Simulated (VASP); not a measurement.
A run of VASP 6.6.1 is set up as follows.

Contents of INCAR:

```
SYSTEM = WSe2
PREC = Accurate ; ENCUT = 600
EDIFF = 1E-7 ; ISMEAR = -1
SIGMA = 0.02 ; LREAL = .False.
LASPH = .True. ; NELM = 60
ALGO = Normal ; ISIF = 3
LWAVE = .False. ; LCHARG = .False.
GGA = PE ; IVDW = 13
IBRION = 2 ; NSW = 80
EDIFFG = -0.005
```

File KPOINTS:

```
Automatic mesh
0
Gamma
  8 8 8
  0 0 0
```

POSCAR

```
WSe2
1.0
    1.6246448565      0.9379891452      6.3934378010
   -1.6246448565      0.9379891452      6.3934378010
    0.0000000000     -1.8759782905      6.3934378010
W Se
1 2
Direct
    0.0000000000      0.0000000000      0.0000000000
    0.2432560859      0.2432560859      0.2432560859
    0.7567439141      0.7567439141      0.7567439141
```

Potentials or basis: VASP PAW PBE potentials, release 64 (W_sv, Se).

Run with:

```sh
$ cat potpaw_PBE.64/W_sv/POTCAR potpaw_PBE.64/Se/POTCAR > POTCAR
$ mpirun -np 1 vasp_std > vasp.out
```

Problem. Estimate the relaxed cell.

Solution. a = 6.645 Å, b = 6.645 Å, c = 6.645 Å, α = 28.25°, β = 28.25°, γ = 28.25°.

Problem. Estimate the relaxed volume.

Solution. 19.37 Å³/atom.

Problem. What does it give for the band gap on the k mesh?

Solution. Zero (bands 13 and 14 overlap by 0.04 eV).

Problem. Estimate the space group after relaxing (to 0.1 Å).

Solution. R-3m (No. 166).

Forces on the atoms (eV/Å):
```
W    0.000  0.000  0.000
Se   0.000  0.000 -0.002
Se   0.000  0.000  0.002
```

Caveat: spin-orbit coupling is left out, which moves the levels of the heavy elements.
